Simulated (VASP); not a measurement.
# Br (P4/mmm) in VASP: further runs

Br is run at these levels: LDA; tasks: single point.

All numbers are computed with VASP 6.6.1; they aren't measurements. Logs are shortened: lines on timing, memory, paths and dates and some standing lists are left out, and cuts for length are marked.

## Step 1: The cell of the first run

Symmetry: P4/mmm, No. 123, tetragonal system. The conventional cell has a = 4.751 Å, b = 4.751 Å, c = 4.598 Å, α = 90.00°, β = 90.00°, γ = 90.00°. Within 4.3 Å of Br (site symmetry mmm) lie 8 Br at 3.31 to 3.36 Å. Within 4.3 Å of Br (site symmetry 4/mmm) lie 8 Br at 3.31 Å.

## Step 2: Single point, LDA

Contents of INCAR:

```
SYSTEM = Br
PREC = Accurate
ENCUT = 520
EDIFF = 1E-6
ISMEAR = -1
SIGMA = 0.1
LREAL = .False.
LASPH = .True.
NELM = 80
ALGO = Normal
ISIF = 2
LWAVE = .False.
LCHARG = .False.
GGA = CA
NBANDS = 18
```

Contents of KPOINTS:

```
Automatic mesh
0
Gamma
  8 8 8
  0 0 0
```

Contents of POSCAR:

```
Br
1.0
    4.7508946667      0.0000000000      0.0000000000
    0.0000000000      4.7508946667      0.0000000000
    0.0000000000      0.0000000000      4.5976400000
Br
3
Direct
    0.5000000000      0.0000000000      0.0000000000
    0.0000000000      0.5000000000      0.0000000000
    0.0000000000      0.0000000000      0.5000000000
```

Potentials or basis: VASP PAW LDA potentials, release 64 (Br).

Command:

```bash
$ cat potpaw_LDA.64/Br/POTCAR > POTCAR
$ mpirun -np 1 vasp_std > vasp.out
```

OUTCAR:

```text
SYSTEM = Br
   PREC = Accurate
   ENCUT = 520
   EDIFF = 1E-6
   ISMEAR = -1
   LREAL = .False.
   LASPH = .True.
   NELM = 80
   ISIF = 2
   GGA = CA

 ion  position               nearest neighbor table
   1  0.500  0.000  0.000-
   2  0.000  0.500  0.000-
   3  0.000  0.000  0.500-

  LATTYP: Found a simple tetragonal cell.
 ALAT       =     4.7508946667
 C/A-ratio  =     0.9677419355

  Lattice vectors:

 A1 = (   4.7508946667,   0.0000000000,   0.0000000000)
 A2 = (   0.0000000000,   4.7508946667,   0.0000000000)
 A3 = (   0.0000000000,   0.0000000000,   4.5976400000)

Analysis of symmetry for initial positions (statically):
=====================================================================
 Subroutine PRICEL returns:
 Original cell was already a primitive cell.

 Routine SETGRP: Setting up the symmetry group for a
 simple tetragonal supercell.

 Subroutine GETGRP returns: Found 16 space group operations
 (whereof 16 operations were pure point group operations)
 out of a pool of 16 trial point group operations.

The static configuration has the point symmetry D_4h.

Analysis of symmetry for dynamics (positions and initial velocities):
=====================================================================
 Subroutine PRICEL returns:
 Original cell was already a primitive cell.

 Routine SETGRP: Setting up the symmetry group for a
 simple tetragonal supercell.

 Subroutine GETGRP returns: Found 16 space group operations
 (whereof 16 operations were pure point group operations)
 out of a pool of 16 trial point group operations.

The dynamic configuration has the point symmetry D_4h.

 Subroutine INISYM returns: Found 16 space group operations
 (whereof 16 operations are pure point group operations),
 and found     1 'primitive' translations

----------------------------------------------------------------------------------------

                                     Primitive cell

  volume of cell :     103.7733

  direct lattice vectors                    reciprocal lattice vectors
     4.750894667  0.000000000  0.000000000     0.210486670  0.000000000  0.000000000
     0.000000000  4.750894667  0.000000000     0.000000000  0.210486670  0.000000000
     0.000000000  0.000000000  4.597640000     0.000000000  0.000000000  0.217502893

  length of vectors
     4.750894667  4.750894667  4.597640000     0.210486670  0.210486670  0.217502893

  position of ions in fractional coordinates (direct lattice)
     0.500000000  0.000000000  0.000000000
     0.000000000  0.500000000  0.000000000
     0.000000000  0.000000000  0.500000000

  ion indices of the primitive-cell ions
   primitive index   ion index
                 1           1
                 2           2
                 3           3

----------------------------------------------------------------------------------------

 KPOINTS: Automatic mesh

Automatic generation of k-mesh.
 Grid dimensions read from file:
 generate k-points for:    8    8    8

 Generating k-lattice:

  Cartesian coordinates                     Fractional coordinates (reciprocal lattice)
     0.026310834  0.000000000  0.000000000     0.125000000  0.000000000  0.000000000
     0.000000000  0.026310834  0.000000000     0.000000000  0.125000000  0.000000000
     0.000000000  0.000000000  0.027187862     0.000000000  0.000000000  0.125000000

  Length of vectors
     0.026310834  0.026310834  0.027187862

  Shift w.r.t. Gamma in fractional coordinates (k-lattice)
     0.000000000  0.000000000  0.000000000

 Subroutine IBZKPT returns following result:
 ===========================================

 Found     75 irreducible k-points:

 Following reciprocal coordinates:
            Coordinates               Weight
  0.000000  0.000000  0.000000      1.000000
  0.125000  0.000000  0.000000      4.000000
  0.250000  0.000000  0.000000      4.000000
  0.375000  0.000000  0.000000      4.000000
  0.500000  0.000000  0.000000      2.000000
  0.125000  0.125000  0.000000      4.000000
[... 16 lines left out ...]
  0.375000  0.125000  0.125000     16.000000
  0.500000  0.125000  0.125000      8.000000
 [... further k-points ...]
   k-points           NKPTS =     75   k-points in BZ     NKDIM =     75   number of bands    NBANDS=     18
   number of dos      NEDOS =    301   number of ions     NIONS =      3
   total plane-waves  NPLWV =  46656
   dimension x,y,z NGX =    36 NGY =   36 NGZ =   36
   dimension x,y,z NGXF=    72 NGYF=   72 NGZF=   72
   ions per type =               3
   NGX,Y,Z   is equivalent  to a cutoff of  12.60, 12.60, 13.02 a.u.
   NGXF,Y,Z  is equivalent  to a cutoff of  25.19, 25.19, 26.03 a.u.
 SYSTEM =  Br
   PREC   = accura    normal or accurate (medium, high low for compatibility)
   ISTART =      0    job   : 0-new  1-cont  2-samecut
   ICHARG =      2    charge: 1-file 2-atom 10-const
   ISPIN  =      1    spin polarized calculation?
   LNONCOLLINEAR =      F non collinear calculations
   LSORBIT =      F    spin-orbit coupling
   LASPH  =      T    aspherical Exc in radial PAW
   ENCUT  =  520.0 eV  38.22 Ry    6.18 a.u.   8.83  8.83  8.55*2*pi/ulx,y,z
   NELM   =     80;   NELMIN=  2; NELMDL= -5     # of ELM steps
   EDIFF  = 0.1E-05   stopping-criterion for ELM
   LREAL  =      F    real-space projection
   EDIFFG = 0.1E-04   stopping-criterion for IOM
   NSW    =      0    number of steps for IOM
   IBRION =     -1    ionic relax: 0-MD 1-quasi-New 2-CG
   NFREE  =      0    steps in history (QN), initial steepest desc. (CG)
   ISIF   =      2    stress and relaxation
   ISYM   =      2    0-nonsym 1-usesym 2-fastsym
   POTIM  = 0.5000    time-step for ionic-motion
   TEBEG  =    0.0;   TEEND  =   0.0 temperature during run
   PSTRESS=    0.0 pullay stress
   NELECT =      21.0000    total number of electrons
   NUPDOWN=      -1.0000    fix difference up-down
   EMIN   =  10.00;   EMAX   =-10.00  energy-range for DOS
   EFERMI =   0.00;   METHOD = LEGACY
   ISMEAR =    -1;   SIGMA  =   0.10  broadening in eV -4-tet -1-fermi 0-gaus
   EFERMI_NEDOS =   21; number of points for ismear=-14 and -15
   IALGO  =     38    algorithm
   IMIX   =      4    mixing-type and parameters
     AMIX     =   0.40;   BMIX     =  1.00
     AMIX_MAG =   1.60;   BMIX_MAG =  1.00
  volume/ion in A,a.u.               =      34.59       233.43
  Fermi-wavevector in a.u.,A,eV,Ry     =   0.961139  1.816289 12.568890  0.923787
  Thomas-Fermi vector in A             =   2.090484
   LORBIT       =      0    0 simple, 1 ext, 2 COOP (PROOUT), +10 PAW based schemes
   GGA     = CA    functional components
   LHFCALC =     F    Hartree Fock is set to
   AEXX    =    0.0000 exact exchange contribution
   IVDW    =     0    specifies the selected vdW correction
   LEPSILON=     F    determine dielectric tensor
   LRPA    =     F    only Hartree local field effects (RPA)
 non-spin polarized calculation
  energy-cutoff  :      520.00
  volume of cell :      103.77
 maximum number of plane-waves:      2822
 NGX is ok and might be reduce to    36
   NGX = 17   NGY = 17   NGZ = 17

 number of electron      20.9999997 magnetization

 Free energy of the ion-electron system (eV)
  ---------------------------------------------------
  ext. energy  EPLUGINS =         0.00000000
  ---------------------------------------------------
  free energy    TOTEN  =        -4.54519975 eV

  energy without entropy =       -4.33611596  energy(sigma->0) =       -4.44065786

 E-fermi :  -0.4853     XC(G=0):  -8.2802

 val. band max:       -0.4884491187   @ k =   0.3750   0.0000   0.1250
 cond. band min:      -0.4816620297   @ k =   0.1250   0.1250   0.3750
 fundamental gap:      0.0067870890
 Fermi energy:        -0.4853423685

 k-point     1 :       0.0000    0.0000    0.0000
  band No.  band energies     occupation
      1     -15.3104      2.00000
      2     -13.8131      2.00000
      3     -13.8100      2.00000
      4      -3.8326      2.00000
      5      -3.8326      2.00000
      6      -3.7383      2.00000
[... 10 lines left out ...]
     17       8.2823      0.00000
     18       8.4648      0.00000

 k-point     2 :       0.1250    0.0000    0.0000
  band No.  band energies     occupation
      1     -15.2695      2.00000
      2     -13.8695      2.00000
      3     -13.8083      2.00000
      4      -3.7769      2.00000
      5      -3.7398      2.00000
      6      -3.6799      2.00000
[... 10 lines left out ...]
     17       8.5091      0.00000
     18       8.5346      0.00000

 k-point     3 :       0.2500    0.0000    0.0000
  band No.  band energies     occupation
      1     -15.1548      2.00000
      2     -14.0232      2.00000
      3     -13.8021      2.00000
      4      -3.6234      2.00000
      5      -3.5174      2.00000
      6      -3.4681      2.00000
[... 10 lines left out ...]
     17       8.7516      0.00000
     18       9.0641      0.00000

 k-point     4 :       0.3750    0.0000    0.0000
  band No.  band energies     occupation
      1     -14.9989      2.00000
      2     -14.2175      2.00000
      3     -13.7958      2.00000
      4      -3.4270      2.00000
      5      -3.3049      2.00000
      6      -3.0390      2.00000
[... 10 lines left out ...]
     17       9.5885      0.00000
     18       9.7858      0.00000

 k-point     5 :       0.5000    0.0000    0.0000
  band No.  band energies     occupation
      1     -14.9060      2.00000
      2     -14.3262      2.00000
      3     -13.7932      2.00000
      4      -3.3229      2.00000
      5      -3.1883      2.00000
      6      -2.6155      2.00000
[... 10 lines left out ...]
     17       9.7668      0.00000
     18      10.0338      0.00000

 k-point     6 :       0.1250    0.1250    0.0000
  band No.  band energies     occupation
      1     -15.2291      2.00000
      2     -13.8903      2.00000
      3     -13.8399      2.00000
      4      -3.8311      2.00000
      5      -3.6207      2.00000
      6      -3.5462      2.00000
[... 10 lines left out ...]
     17       8.6780      0.00000
     18       8.7374      0.00000

 k-point     7 :       0.2500    0.1250    0.0000
  band No.  band energies     occupation
      1     -15.1157      2.00000
      2     -14.0263      2.00000
      3     -13.8459      2.00000
      4      -3.7537      2.00000
      5      -3.4558      2.00000
      6      -3.2283      2.00000
[... 10 lines left out ...]
     17       8.8908      0.00000
     18       9.1415      0.00000

 k-point     8 :       0.3750    0.1250    0.0000
  band No.  band energies     occupation
      1     -14.9611      2.00000
      2     -14.2143      2.00000
      3     -13.8407      2.00000
      4      -3.5568      2.00000
      5      -3.2384      2.00000
      6      -2.8957      2.00000
[... 10 lines left out ...]
     17       9.3727      0.00000
     18       9.7783      0.00000
[... 229 lines left out ...]
     17       9.5243      0.00000
     18       9.5918      0.00000

 k-point    20 :       0.5000    0.0000    0.1250
  band No.  band energies     occupation
      1     -14.8661      2.00000
      2     -14.3198      2.00000
      3     -13.8364      2.00000
      4      -3.3561      2.00000
      5      -3.2451      2.00000
      6      -2.9199      2.00000
[... 10 lines left out ...]
     17       9.4073      0.00000
     18       9.8379      0.00000

 k-point    21 :       0.1250    0.1250    0.1250
  band No.  band energies     occupation
      1     -15.1836      2.00000
      2     -13.8969      2.00000
      3     -13.8861      2.00000
      4      -3.9261      2.00000
      5      -3.4871      2.00000
      6      -3.3947      2.00000
[... 10 lines left out ...]
     17       8.6213      0.00000
     18       9.0854      0.00000

 k-point    22 :       0.2500    0.1250    0.1250
  band No.  band energies     occupation
      1     -15.0729      2.00000
      2     -14.0301      2.00000
      3     -13.8866      2.00000
      4      -3.9219      2.00000
      5      -3.2898      2.00000
      6      -3.0947      2.00000
[... 10 lines left out ...]
     17       8.7135      0.00000
     18       9.4751      0.00000

 k-point    23 :       0.3750    0.1250    0.1250
  band No.  band energies     occupation
      1     -14.9216      2.00000
      2     -14.2112      2.00000
      3     -13.8795      2.00000
      4      -3.7788      2.00000
      5      -3.0740      2.00000
      6      -2.8810      2.00000
[... 10 lines left out ...]
     17       9.6282      0.00000
     18       9.7294      0.00000

 k-point    24 :       0.5000    0.1250    0.1250
  band No.  band energies     occupation
      1     -14.8299      2.00000
      2     -14.3152      2.00000
      3     -13.8766      2.00000
      4      -3.6504      2.00000
      5      -2.9730      2.00000
      6      -2.8913      2.00000
[... 10 lines left out ...]
     17       9.8556      0.00000
     18      10.1990      0.00000

 [... further k-points ...]

------------------------ aborting loop because EDIFF is reached ----------------------------------------

  FORCE on cell =-STRESS in cart. coord.  units (eV):
  Direction    XX          YY          ZZ          XY          YZ          ZX
  --------------------------------------------------------------------------------------
  -------------------------------------------------------------------------------------
  Total       -2.9527488     -2.9527488     -3.1317076      0.0000000     -0.0000000      0.0000000
  in kB      -45.5880811    -45.5880811    -48.3510628      0.0000000     -0.0000000      0.0000000
  external PRESSURE =     -46.5090750 kB  Pullay stress =       0.0000000 kB

 VOLUME and BASIS-vectors are now :
 -----------------------------------------------------------------------------
  energy-cutoff  :      520.00
  volume of cell :      103.77
      direct lattice vectors                 reciprocal lattice vectors
     4.750894667  0.000000000  0.000000000     0.210486670  0.000000000  0.000000000
     0.000000000  4.750894667  0.000000000     0.000000000  0.210486670  0.000000000
     0.000000000  0.000000000  4.597640000     0.000000000  0.000000000  0.217502893

 POSITION                                       TOTAL-FORCE (eV/Angst)
 -----------------------------------------------------------------------------------
      2.37545      0.00000      0.00000         0.000000      0.000000      0.000000
      0.00000      2.37545      0.00000         0.000000      0.000000      0.000000
      0.00000      0.00000      2.29882         0.000000      0.000000      0.000000
 -----------------------------------------------------------------------------------
    total drift:                                0.000000      0.000000     -0.000000

  FREE ENERGIE OF THE ION-ELECTRON SYSTEM (eV)
  ---------------------------------------------------
  free  energy   TOTEN  =        -4.5451997528 eV

  energy  without entropy=       -4.3361159586  energy(sigma->0) =       -4.44065786
```

Wall time 32 s (1 thread of Intel Xeon 6975P-C (Granite Rapids), shared host); peak memory 0.24 GiB.

Results:

```yaml
Free_energy: -4.5452 eV
Pressure: -4.7 GPa
Band_gap_on_the_k_mesh: zero (an odd number of electrons rules out a gap without spin polarisation)
```

Levels at points of the mesh, in eV from the Fermi level:
| k point | band 7 | band 8 | band 9 | band 10 | band 11 | band 12 | band 13 | band 14 |
| --- | --- | --- | --- | --- | --- | --- | --- | --- |
| (0.00, 0.00, 0.00) | -0.83 | -0.83 | -0.82 | 0.29 | 0.31 | 0.31 | 5.06 | 6.88 |
| (0.50, 0.00, 0.00) | -1.76 | -1.47 | -1.45 | -1.20 | -0.07 | 0.01 | 7.20 | 7.75 |
| (0.50, 0.50, 0.00) | -1.70 | -1.70 | -1.40 | -1.40 | 0.12 | 0.41 | 8.02 | 9.03 |
| (0.00, 0.00, 0.50) | -1.89 | -1.62 | -1.62 | -1.29 | -0.09 | -0.09 | 7.33 | 7.97 |
| (0.50, 0.00, 0.50) | -1.65 | -1.58 | -1.57 | -1.40 | 0.26 | 0.49 | 7.91 | 8.70 |
| (0.50, 0.50, 0.50) | -3.08 | 0.17 | 0.33 | 0.44 | 0.51 | 0.51 | 5.60 | 9.10 |

Caveat: the cell stands under tension; an odd number of electrons without spin polarisation forces a metal; a magnetic or distorted state may lie lower.

## Step 3: Single point, LDA

This run uses another cell than the first one, of 35.72 Å³/atom.

Contents of INCAR:

```
SYSTEM = Br
PREC     = Accurate       ! precision mode
ENCUT    = 520            ! plane-wave cutoff, eV
EDIFF    = 1E-7           ! SCF threshold, eV
ISMEAR   = -1             ! smearing method
SIGMA    = 0.1            ! smearing width, eV
LREAL    = .False.        ! projectors in reciprocal space
LASPH    = .True.         ! aspherical terms in the spheres
NELM     = 100            ! most SCF steps
ALGO     = Normal         ! electronic algorithm
ISIF     = 2              ! what is computed and relaxed
LWAVE    = .False.        ! write WAVECAR
LCHARG   = .False.        ! write CHGCAR
NBANDS   = 18             ! bands
```

KPOINTS is that of step 2.

Contents of POSCAR:

```
Br
1.0
    4.8275220000      0.0000000000      0.0000000000
    0.0000000000      4.8275220000      0.0000000000
    0.0000000000      0.0000000000      4.5976400000
Br
3
Direct
    0.5000000000      0.0000000000      0.0000000000
    0.0000000000      0.5000000000      0.0000000000
    0.0000000000      0.0000000000      0.5000000000
```

Potentials or basis: VASP PAW LDA potentials, release 64 (Br).

Command:

```bash
$ cat potpaw_LDA.64/Br/POTCAR > POTCAR
$ mpirun -np 1 vasp_std > vasp.out
```

Run time: 38 s. Hardware: 1 thread of Intel Xeon 6975P-C (Granite Rapids), shared host; peak memory 0.24 GiB.

The run converged. Its results:

| Quantity | Value |
| --- | --- |
| Free energy | -4.4469 eV |
| Pressure | -4.9 GPa |
| Band gap on the k mesh | zero (an odd number of electrons rules out a gap without spin polarisation) |

Stress tensor (GPa, compression positive):
```
-4.77  0.00  0.00
 0.00 -4.77  0.00
 0.00  0.00 -5.14
```

Levels at points of the mesh, in eV from the Fermi level:
| k point | band 6 | band 7 | band 8 | band 9 | band 10 | band 11 | band 12 | band 13 | band 14 | band 15 |
| --- | --- | --- | --- | --- | --- | --- | --- | --- | --- | --- |
| (0.00, 0.00, 0.00) | -3.06 | -0.79 | -0.79 | -0.76 | 0.27 | 0.30 | 0.30 | 5.18 | 6.85 | 8.18 |
| (0.50, 0.00, 0.00) | -2.04 | -1.65 | -1.36 | -1.34 | -1.12 | -0.07 | 0.04 | 7.24 | 7.72 | 9.00 |
| (0.50, 0.50, 0.00) | -1.74 | -1.64 | -1.64 | -1.29 | -1.29 | 0.07 | 0.37 | 8.10 | 9.21 | 9.69 |
| (0.00, 0.00, 0.50) | -1.97 | -1.85 | -1.57 | -1.57 | -1.24 | -0.10 | -0.10 | 7.41 | 8.04 | 9.38 |
| (0.50, 0.00, 0.50) | -1.67 | -1.57 | -1.53 | -1.46 | -1.29 | 0.26 | 0.47 | 7.94 | 8.73 | 9.88 |
| (0.50, 0.50, 0.50) | -3.16 | -2.85 | 0.12 | 0.35 | 0.39 | 0.48 | 0.48 | 5.74 | 9.03 | 9.03 |

Caveat: the cell stands under tension; an odd number of electrons without spin polarisation forces a metal; a magnetic or distorted state may lie lower.
